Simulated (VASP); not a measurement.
Runs of VASP 6.6.1 on CdTe. The structure is that of space group P-6m2 (No. 187), or close to it. The cells are those of the table. The cell was built from a structure type or drawn by symmetry, and may not be a known phase.

| task | cell | k mesh | cutoff (eV) | gap on the mesh (eV) | pressure (GPa) | relaxed volume (Å³/atom) |
| --- | --- | --- | --- | --- | --- | --- |
| single point | a = 4.324, b = 4.324, c = 3.695 Å, angles 90.0, 90.0, 120.0°, 2 atoms | 6 × 6 × 6 | 520 | none | (b) | - |
| relaxation of cell and atoms | relaxed from a = 4.324, b = 4.324, c = 3.695 Å, angles 90.0, 90.0, 120.0°, 2 atoms | 18 × 18 × 16 | 600 | none | 0.0 | 29.87 |
| single point | a = 4.288, b = 4.288, c = 3.748 Å, angles 90.0, 90.0, 120.0°, 2 atoms | 18 × 18 × 16 | 520 | none | 0.1 | - |
| single point | a = 3.831, b = 3.831, c = 3.730 Å, angles 90.0, 90.0, 120.0°, 2 atoms | 6 × 6 × 6 | 520 | none | (a) | - |
| relaxation of cell and atoms | relaxed from a = 3.831, b = 3.831, c = 3.730 Å, angles 90.0, 90.0, 120.0°, 2 atoms | 6 × 6 × 6 | 600 | none | 0.0 | 30.09 |

Alike in all rows: level PBE; potentials or basis VASP PAW PBE potentials, release 64 (Cd, Te); no spin polarisation; smearing gaussian 0.1 eV.

Q: Fill in the values left out.

A: (a) 15.4; (b) 0.3.

Caveats: spin-orbit coupling is left out, which moves the levels of the heavy elements; the cell stands under pressure (at least some runs); the volume moved by over 15 % at a fixed basis, so the end points are rough (at least some runs).

A k mesh can miss the band edges, and the runs leave out spin-orbit coupling on Cd, Te.

A gap of «none» marks levels without a gap at the run's occupations.
